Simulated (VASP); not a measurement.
Here is a VASP 6.6.1 calculation.

INCAR

```
PREC = Accurate
ENCUT = 520
EDIFF = 1E-6
ISMEAR = 0
SIGMA = 0.01
LREAL = F
LASPH = T
NELM = 80
ALGO = Normal
ISIF = 2
LWAVE = F
LCHARG = F
GGA = PE
NBANDS = 16
```

KPOINTS

```
Automatic mesh
0
Gamma
  12 12 6
```

The input POSCAR:

```
Te
1.0
    4.3869296785      0.0000000000      0.0000000000
   -2.1934648392      3.7991925462      0.0000000000
    0.0000000000      0.0000000000      6.0626678536
Te
3
Direct
    0.7282783880      0.0000000000      0.3333333333
    0.0000000000      0.7282783880      0.6666666667
    0.2717216120      0.2717216120      0.0000000000
```

Potentials or basis: VASP PAW PBE potentials, release 64 (Te).

Command:

```bash
$ cat potpaw_PBE.64/Te/POTCAR > POTCAR
$ mpirun -np 1 vasp_std > vasp.out
```

(1) What does it give for the pressure?

(2) Estimate the largest force.

(3) What does it give for the band gap on the k mesh?

Answers

(1) 1.0 GPa.

(2) 0.093 eV/Å.

(3) zero (filled and empty bands touch).

Caveat: the cell differs from its parent crystal (biaxial strain in the a-b plane: -3.0 %); spin-orbit coupling is left out, which moves the levels of the heavy elements.
